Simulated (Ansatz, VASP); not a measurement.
**One calculation of CdSe, two programs**

The input INCAR:

```
SYSTEM = CdSe
ALGO = Normal
EDIFF = 1E-6
EDIFFG = -0.005
ENCUT = 600
GGA = CA
IBRION = 2
ISIF = 3
ISMEAR = -1
LASPH = .True.
LCHARG = .False.
LREAL = .False.
LWAVE = .False.
NELM = 100
NSW = 60
PREC = Accurate
SIGMA = 0.05
```

File KPOINTS:

```
k-points
0
Gamma
  12 12 12
  0 0 0
```

The input POSCAR:

```
CdSe
1.0
    0.0000000000      2.6892810254      2.6892810254
    2.6892810254      0.0000000000      2.6892810254
    2.6892810254      2.6892810254      0.0000000000
Cd Se
1 1
Direct
    0.0000000000      0.0000000000      0.0000000000
    0.5000000000      0.5000000000      0.5000000000
```

Input for Ansatz:

```yaml
crystal:
  lattice:
    - [0.0, 2.6892810254, 2.6892810254]
    - [2.6892810254, 0.0, 2.6892810254]
    - [2.6892810254, 2.6892810254, 0.0]
  atoms:
    - { symbol: Cd, position: [0.0, 0.0, 0.0] }
    - { symbol: Se, position: [0.5, 0.5, 0.5] }
kpoints:
  mp_grid: { grid: [12, 12, 12] }
scf:
  occupations: { method: fermi_dirac, width: 0.05 }
hamiltonian:
  xc: lda
  pseudopotentials: { kind: paw }
output:
  forces: true
  stress: true
  write_density: true
  write_potential: true
  elf: true
  volumetric_format: npy
relax:
  f_tol: 0.005
  max_steps: 40
  cell: {}
```

Alike in both runs: task relaxation of cell and atoms; functional LDA; k mesh 12 × 12 × 12; occupations fermi-dirac, width 0.05 eV; no spin polarisation.

|  | VASP | Ansatz |
| --- | --- | --- |
| version | VASP 6.6.1 | Ansatz 0.2.0 |
| potentials or method | VASP PAW LDA potentials, release 64 (Cd, Se) | PAW with Ansatz's default frozen-core files, scalar-relativistic |
| plane-wave cutoff (eV) | 600 | 420 |
| valence electrons in the cell | 18 | 36 |

Ansatz gave:

```
relaxed volume (Å³/atom)                                     : 21.52
relaxed cell length with the largest relative difference (Å) : 3.934
```

Q: What did VASP give for the same quantities?

A: Relaxed volume (Å³/atom): 21.71; relaxed cell length with the largest relative difference (Å): 3.945.

LDA's correlation is that of Perdew and Zunger in VASP and of Perdew and Wang (1992) in Ansatz. VASP's potentials hold 18 valence electrons a cell and Ansatz's 36, so a difference there can come from the potentials and not from the codes.
